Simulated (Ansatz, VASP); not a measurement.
## One calculation of ScAl3, two programs

```
Al Sc
1.0
     4.10000    0.00000    0.00000
     0.00000    4.10000    0.00000
     0.00000    0.00000    4.10000
Al Sc
3 1
Cartesian
  0.0000 2.0500 2.0500
  2.0500 0.0000 2.0500
  2.0500 2.0500 0.0000
  0.0000 0.0000 0.0000
```

Alike in both runs: task relaxation of cell and atoms; functional PBEsol; k mesh 14 × 14 × 14; occupations gaussian, width 0.1 eV; no spin polarisation.

|  | VASP | Ansatz |
| --- | --- | --- |
| version | VASP 6.6.1 | Ansatz 0.2.0 |
| potentials or method | VASP PAW PBE potentials, release 64 (Al, Sc_sv) | scalar-relativistic, plane waves, PAW |
| plane-wave cutoff (eV) | 600 | 420 |
| valence electrons in the cell | 20 | 20 |

```csv
,VASP,Ansatz,Ansatz less VASP
"gap on the k mesh at the Fermi level, each at its own relaxed structure (eV)",none,none,-
relaxed volume (Å³/atom),16.90,16.88,-0.024
relaxed cell length with the largest relative difference (Å),4.074,4.072,-0.0019
```

VASP's potentials were made for PBE, not for PBEsol. A gap of «none» marks a metal or a gap that the smearing closes.
